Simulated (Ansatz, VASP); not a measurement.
Pd: VASP beside Ansatz

```
CELL_PARAMETERS angstrom
0.00000 1.65512 1.65512
1.65512 0.00000 1.65512
1.65512 1.65512 0.00000
ATOMIC_POSITIONS crystal
Pd 0.00000 0.00000 0.00000
```

Change from the starting cell: volume scaled by 0.64, LAPW.

Alike in both runs: task single point; functional LDA; k mesh 19 × 19 × 19; occupations fermi-dirac, width 0.08 eV; no spin polarisation.

```csv
,VASP,Ansatz
version,VASP 6.6.1,Ansatz 0.2.0
potentials or method,"VASP PAW LDA potentials, release 64 (Pd), cutoff 500 eV","all-electron LAPW, scalar-relativistic"
```

VASP gave:

| Quantity | Value |
| --- | --- |
| pressure (GPa) | 324.0 |

Question: Estimate Ansatz's values.

Answer: Pressure (GPa): 320.8.

LDA's correlation is that of Perdew and Zunger in VASP and of Perdew and Wang (1992) in Ansatz. Both programs put the cell under a high pressure, so it lies far from rest at this level. Ansatz ran all-electron here, and VASP with PAW potentials.

Noted on VASP's run: the cell as given lies far from equilibrium.
